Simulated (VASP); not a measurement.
**TiSi2: single point with PBE**

TiSi2:

```xyz
3
Lattice="-1.5018 1.7457 4.2947 1.5018 -1.7457 4.2947 1.5018 1.7457 -4.2947" Properties=species:S:1:pos:R:3 pbc="T T T"
Ti    0.0000    0.0000    0.0000
Si    0.0000    0.0000    5.7556
Si    0.0000    0.0000    2.8338
```

This cell differs from its parent crystal: volume scaled by 1.06.

```yaml
Program: VASP 6.6.1
Task: single point
Functional: PBE
Potentials_or_basis: VASP PAW PBE potentials, release 64 (Ti_sv, Si)
Cutoff: 520 eV
k_mesh: 12 × 12 × 12
Occupations: fermi-dirac, width 0.05 eV
Spin: no spin polarisation
```

```yaml
Pressure: -6.9 GPa
Largest_force: 0.057 eV/Å
Band_gap_on_the_k_mesh: zero (band 10 reaches 10.54 eV, above the bottom of band 11 at 8.36 eV)
```

Forces on the atoms (eV/Å):
```
Ti   0.000  0.000  0.000
Si   0.000  0.000 -0.057
Si   0.000  0.000  0.057
```

Stress tensor (GPa, compression positive):
```
-5.89  0.00  0.00
 0.00 -7.24  0.00
 0.00  0.00 -7.59
```

Levels at points of the mesh, in eV from the Fermi level:
```
           k point  band 6  band 7  band 8  band 9  band 10  band 11  band 12  band 13  band 14  band 15
(0.00, 0.00, 0.00)   -4.51   -4.21   -2.05   -0.55     0.70     1.91     2.23     2.94     3.47     3.79
(0.50, 0.00, 0.00)   -8.85   -4.19   -3.66   -0.63     0.89     1.92     2.37     3.19     3.84     5.21
(0.00, 0.50, 0.00)   -7.89   -3.50   -3.29   -0.88    -0.38     0.94     2.65     3.06     3.73     3.84
(0.50, 0.50, 0.00)   -5.00   -4.84   -4.76   -2.76    -1.20    -0.66     2.49     2.66     2.92     3.16
(0.50, 0.50, 0.50)   -8.59   -1.29   -1.13   -0.29     0.42     1.84     2.28     2.29     3.40     3.42
```

Wall time 5 min on 1 thread of Intel(R) Xeon(R) Platinum 8259CL CPU @ 2.50GHz (Skylake/Cascade Lake), with other jobs on the host, peak memory 0.36 GiB.
